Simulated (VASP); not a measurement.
# Os (Pm-3m) in VASP: a series of runs, part 2 of 3

VASP 6.6.1. Earlier steps stand in the parts before.

## 4. Single point, RPBE

This run uses another cell than the first one, of 16.94 Å³/atom, 0.926 times its volume.

Input file INCAR:

```
SYSTEM = Os
ALGO = Normal ; EDIFF = 1E-6
ENCUT = 520 ; GGA = RP
ISIF = 2 ; ISMEAR = -1
LASPH = .TRUE. ; LCHARG = .FALSE.
LREAL = .FALSE. ; LWAVE = .FALSE.
NBANDS = 10 ; NELM = 60
PREC = Accurate ; SIGMA = 0.1
```

Input file KPOINTS:

```
k-points
0
G
  20 20 20
  0 0 0
```

Input file POSCAR:

```
Os
1.0
    2.5683813790      0.0000000000      0.0000000000
    0.0000000000      2.5683813790      0.0000000000
    0.0000000000      0.0000000000      2.5683813790
Os
1
Direct
    0.0000000000      0.0000000000      0.0000000000
```

Potentials or basis: VASP PAW PBE potentials, release 64 (Os).

Command:

```sh
$ cat potpaw_PBE.64/Os/POTCAR > POTCAR
$ mpirun -np 1 vasp_std > vasp.out
```

OUTCAR:

```text
SYSTEM = Os
   EDIFF = 1E-6
   ENCUT = 520
   GGA = RP
   ISIF = 2
   ISMEAR = -1
   LASPH = .TRUE.
   LREAL = .FALSE.
   NELM = 60
   PREC = Accurate

 ion  position               nearest neighbor table
   1  0.000  0.000  0.000-

  LATTYP: Found a simple cubic cell.
 ALAT       =     2.5683813790

  Lattice vectors:

 A1 = (   2.5683813790,   0.0000000000,   0.0000000000)
 A2 = (   0.0000000000,   2.5683813790,   0.0000000000)
 A3 = (   0.0000000000,   0.0000000000,   2.5683813790)

Analysis of symmetry for initial positions (statically):
=====================================================================
 Subroutine PRICEL returns:
 Original cell was already a primitive cell.

 Routine SETGRP: Setting up the symmetry group for a
 simple cubic supercell.

 Subroutine GETGRP returns: Found 48 space group operations
 (whereof 48 operations were pure point group operations)
 out of a pool of 48 trial point group operations.

The static configuration has the point symmetry O_h .

Analysis of symmetry for dynamics (positions and initial velocities):
=====================================================================
 Subroutine PRICEL returns:
 Original cell was already a primitive cell.

 Routine SETGRP: Setting up the symmetry group for a
 simple cubic supercell.

 Subroutine GETGRP returns: Found 48 space group operations
 (whereof 48 operations were pure point group operations)
 out of a pool of 48 trial point group operations.

The dynamic configuration has the point symmetry O_h .

 Subroutine INISYM returns: Found 48 space group operations
 (whereof 48 operations are pure point group operations),
 and found     1 'primitive' translations

----------------------------------------------------------------------------------------

                                     Primitive cell

  volume of cell :      16.9425
[... 109 lines left out ...]
  Fermi-wavevector in a.u.,A,eV,Ry     =   1.274810  2.409041 22.111364  1.625139
  Thomas-Fermi vector in A             =   2.407557
   LORBIT       =      0    0 simple, 1 ext, 2 COOP (PROOUT), +10 PAW based schemes
   GGA     = RP    functional components
   LHFCALC =     F    Hartree Fock is set to
   AEXX    =    0.0000 exact exchange contribution
   IVDW    =     0    specifies the selected vdW correction
   LEPSILON=     F    determine dielectric tensor
   LRPA    =     F    only Hartree local field effects (RPA)
 non-spin polarized calculation
  energy-cutoff  :      520.00
  volume of cell :       16.94
 maximum number of plane-waves:       480
 NGX is ok and might be reduce to    20
   NGX =  9   NGY =  9   NGZ =  9

 number of electron       7.9999999 magnetization

 Free energy of the ion-electron system (eV)
  ---------------------------------------------------
  ext. energy  EPLUGINS =         0.00000000
  ---------------------------------------------------
  free energy    TOTEN  =        -9.13592939 eV

  energy without entropy =       -9.08560226  energy(sigma->0) =       -9.11076582

 E-fermi :   7.0817     XC(G=0): -12.7550

 val. band max:        7.0790461732   @ k =   0.3500   0.3000   0.2000
 cond. band min:       7.0825258053   @ k =   0.3000   0.1000   0.0000
 fundamental gap:      0.0034796321
 Fermi energy:         7.0816601162

 k-point     1 :       0.0000    0.0000    0.0000
  band No.  band energies     occupation
      1      -2.2376      2.00000
      2       1.2527      2.00000
      3       1.2527      2.00000
      4       9.2747      0.00000
      5       9.2747      0.00000
      6       9.2747      0.00000
      7      22.4704      0.00000
      8      22.4704      0.00000
      9      22.4704      0.00000
     10      28.4491      0.00000
[... 287 lines left out ...]
 k-point    24 :       0.2000    0.1000    0.0000
  band No.  band energies     occupation
      1      -0.8137      2.00000
      2       1.7725      2.00000
      3       2.6826      2.00000
      4       7.5348      0.02130
      5       8.0143      0.00018
      6       9.0226      0.00000
      7      18.5123      0.00000
      8      22.6508      0.00000
      9      25.2877      0.00000
     10      27.1640      0.00000

 [... further k-points ...]

------------------------ aborting loop because EDIFF is reached ----------------------------------------

  FORCE on cell =-STRESS in cart. coord.  units (eV):
  Direction    XX          YY          ZZ          XY          YZ          ZX
  --------------------------------------------------------------------------------------
  -------------------------------------------------------------------------------------
  Total       -0.0495255     -0.0495255     -0.0495255      0.0000000     -0.0000000      0.0000000
  in kB       -4.6834007     -4.6834007     -4.6834007      0.0000000     -0.0000000      0.0000000
  external PRESSURE =      -4.6834007 kB  Pullay stress =       0.0000000 kB

 VOLUME and BASIS-vectors are now :
 -----------------------------------------------------------------------------
  energy-cutoff  :      520.00
  volume of cell :       16.94
      direct lattice vectors                 reciprocal lattice vectors
     2.568381379  0.000000000  0.000000000     0.389350276  0.000000000  0.000000000
     0.000000000  2.568381379  0.000000000     0.000000000  0.389350276  0.000000000
     0.000000000  0.000000000  2.568381379     0.000000000  0.000000000  0.389350276

 POSITION                                       TOTAL-FORCE (eV/Angst)
 -----------------------------------------------------------------------------------
      0.00000      0.00000      0.00000         0.000000      0.000000      0.000000
 -----------------------------------------------------------------------------------
    total drift:                               -0.000000      0.000000      0.000000

  FREE ENERGIE OF THE ION-ELECTRON SYSTEM (eV)
  ---------------------------------------------------
  free  energy   TOTEN  =        -9.1359293913 eV

  energy  without entropy=       -9.0856022558  energy(sigma->0) =       -9.11076582
```

stdout:

```text
POSCAR found type information on POSCAR Os
 POSCAR found :  1 types and       1 ions
 scaLAPACK will be used
 -----------------------------------------------------------------------------
|                                                                             |
|                                                                             |
|     You enforced a specific xc type in the INCAR file but a different       |
|     I HOPE YOU KNOW WHAT YOU ARE DOING!                                     |
|                                                                             |
 -----------------------------------------------------------------------------

 LDA part: xc-table for (Slater+PW92), standard interpolation
 POSCAR, INCAR and KPOINTS ok, starting setup
 FFT: planning ... GRIDC
 FFT: planning ... GRID_SOFT
 FFT: planning ... GRID
 WAVECAR not read
 entering main loop
```

Run time: 52 s. Hardware: 1 thread of Intel Xeon 8259CL, shared host; peak memory 0.17 GiB.

Results:

- Free energy: -9.1359 eV
- Pressure: -0.5 GPa
- Band gap on the k mesh: zero (band 4 reaches 11.83 eV, above the bottom of band 5 at 5.97 eV)

Caveat: the PAW data sets were made with another functional, which shifts forces and pressure a little; spin-orbit coupling is left out, which moves the levels of the heavy elements.

## 5. Single point, RPBE

This run uses another cell than the first one, of 16.94 Å³/atom, 0.926 times its volume.

Input file INCAR:

```
PREC = Accurate
ENCUT = 600
EDIFF = 1E-6
ISMEAR = -1
SIGMA = 0.1
LREAL = F
LASPH = T
NELM = 120
ALGO = Normal
ISIF = 2
LWAVE = F
LCHARG = F
GGA = RP
NBANDS = 10
GGA_COMPAT = F
```

Input file KPOINTS:

```
Automatic mesh
0
Gamma
  13 13 13
```

POSCAR is that of step 4.

Potentials or basis: VASP PAW PBE potentials, release 64 (Os).

Command:

```sh
$ cat potpaw_PBE.64/Os/POTCAR > POTCAR
$ mpirun -np 1 vasp_std > vasp.out
```

OUTCAR:

```text
PREC = Accurate
   ENCUT = 600
   EDIFF = 1E-6
   ISMEAR = -1
   LREAL = F
   LASPH = T
   NELM = 120
   ISIF = 2
   GGA = RP

 ion  position               nearest neighbor table
   1  0.000  0.000  0.000-

  LATTYP: Found a simple cubic cell.
 ALAT       =     2.5683813790

  Lattice vectors:

 A1 = (   2.5683813790,   0.0000000000,   0.0000000000)
 A2 = (   0.0000000000,   2.5683813790,   0.0000000000)
 A3 = (   0.0000000000,   0.0000000000,   2.5683813790)

Analysis of symmetry for initial positions (statically):
=====================================================================
 Subroutine PRICEL returns:
 Original cell was already a primitive cell.

 Routine SETGRP: Setting up the symmetry group for a
 simple cubic supercell.

 Subroutine GETGRP returns: Found 48 space group operations
 (whereof 48 operations were pure point group operations)
 out of a pool of 48 trial point group operations.

The static configuration has the point symmetry O_h .

Analysis of symmetry for dynamics (positions and initial velocities):
=====================================================================
 Subroutine PRICEL returns:
 Original cell was already a primitive cell.

 Routine SETGRP: Setting up the symmetry group for a
 simple cubic supercell.

 Subroutine GETGRP returns: Found 48 space group operations
 (whereof 48 operations were pure point group operations)
 out of a pool of 48 trial point group operations.

The dynamic configuration has the point symmetry O_h .

 Subroutine INISYM returns: Found 48 space group operations
 (whereof 48 operations are pure point group operations),
 and found     1 'primitive' translations

----------------------------------------------------------------------------------------

                                     Primitive cell

  volume of cell :      16.9425

  direct lattice vectors                    reciprocal lattice vectors
[... 109 lines left out ...]
   LORBIT       =      0    0 simple, 1 ext, 2 COOP (PROOUT), +10 PAW based schemes
   GGA     = RP    functional components
   LHFCALC =     F    Hartree Fock is set to
   AEXX    =    0.0000 exact exchange contribution
   IVDW    =     0    specifies the selected vdW correction
   LEPSILON=     F    determine dielectric tensor
   LRPA    =     F    only Hartree local field effects (RPA)
 non-spin polarized calculation
  energy-cutoff  :      600.00
  volume of cell :       16.94
 maximum number of plane-waves:       587
 NGX is ok and might be reduce to    24
   NGX = 11   NGY = 11   NGZ = 11

 number of electron       8.0000000 magnetization

 Free energy of the ion-electron system (eV)
  ---------------------------------------------------
  ext. energy  EPLUGINS =         0.00000000
  ---------------------------------------------------
  free energy    TOTEN  =        -9.13668806 eV

  energy without entropy =       -9.08962201  energy(sigma->0) =       -9.11315503

 E-fermi :   7.0834     XC(G=0): -12.7553

 val. band max:        7.0786669639   @ k =   0.3077   0.1538   0.0000
 cond. band min:       7.0838746118   @ k =   0.3077   0.1538   0.0769
 fundamental gap:      0.0052076479
 Fermi energy:         7.0833915045

 k-point     1 :       0.0000    0.0000    0.0000
  band No.  band energies     occupation
      1      -2.2376      2.00000
      2       1.2520      2.00000
      3       1.2520      2.00000
      4       9.2742      0.00000
      5       9.2742      0.00000
      6       9.2742      0.00000
      7      22.4704      0.00000
      8      22.4704      0.00000
      9      22.4704      0.00000
     10      28.4506      0.00000
[... 287 lines left out ...]
 k-point    24 :       0.3846    0.3077    0.0000
  band No.  band energies     occupation
      1       1.5985      2.00000
      2       2.2460      2.00000
      3       6.2122      1.99967
      4       6.8245      1.86026
      5       7.4666      0.04242
      6       8.2805      0.00001
      7      15.5848      0.00000
      8      20.3424      0.00000
      9      24.5927      0.00000
     10      28.7468      0.00000

 [... further k-points ...]

------------------------ aborting loop because EDIFF is reached ----------------------------------------

  FORCE on cell =-STRESS in cart. coord.  units (eV):
  Direction    XX          YY          ZZ          XY          YZ          ZX
  --------------------------------------------------------------------------------------
  -------------------------------------------------------------------------------------
  Total       -0.0435439     -0.0435439     -0.0435439      0.0000000      0.0000000      0.0000000
  in kB       -4.1177405     -4.1177405     -4.1177405      0.0000000      0.0000000      0.0000000
  external PRESSURE =      -4.1177405 kB  Pullay stress =       0.0000000 kB

 VOLUME and BASIS-vectors are now :
 -----------------------------------------------------------------------------
  energy-cutoff  :      600.00
  volume of cell :       16.94
      direct lattice vectors                 reciprocal lattice vectors
     2.568381379  0.000000000  0.000000000     0.389350276  0.000000000  0.000000000
     0.000000000  2.568381379  0.000000000     0.000000000  0.389350276  0.000000000
     0.000000000  0.000000000  2.568381379     0.000000000  0.000000000  0.389350276

 POSITION                                       TOTAL-FORCE (eV/Angst)
 -----------------------------------------------------------------------------------
      0.00000      0.00000      0.00000         0.000000      0.000000      0.000000
 -----------------------------------------------------------------------------------
    total drift:                                0.000000      0.000000      0.000000

  FREE ENERGIE OF THE ION-ELECTRON SYSTEM (eV)
  ---------------------------------------------------
  free  energy   TOTEN  =        -9.1366880595 eV

  energy  without entropy=       -9.0896220073  energy(sigma->0) =       -9.11315503
```

Run time: 7.6 s. Hardware: 1 thread of Intel Xeon Platinum 8559C (Emerald Rapids), shared host; peak memory 0.15 GiB.

Results:

```
Free energy            : -9.1367 eV
Pressure               : -0.4 GPa
Band gap on the k mesh : zero (band 4 reaches 11.42 eV, above the bottom of band 5 at 6.16 eV)
```

Caveat: the PAW data sets were made with another functional, which shifts forces and pressure a little; spin-orbit coupling is left out, which moves the levels of the heavy elements.

[end of part 2 of 3]
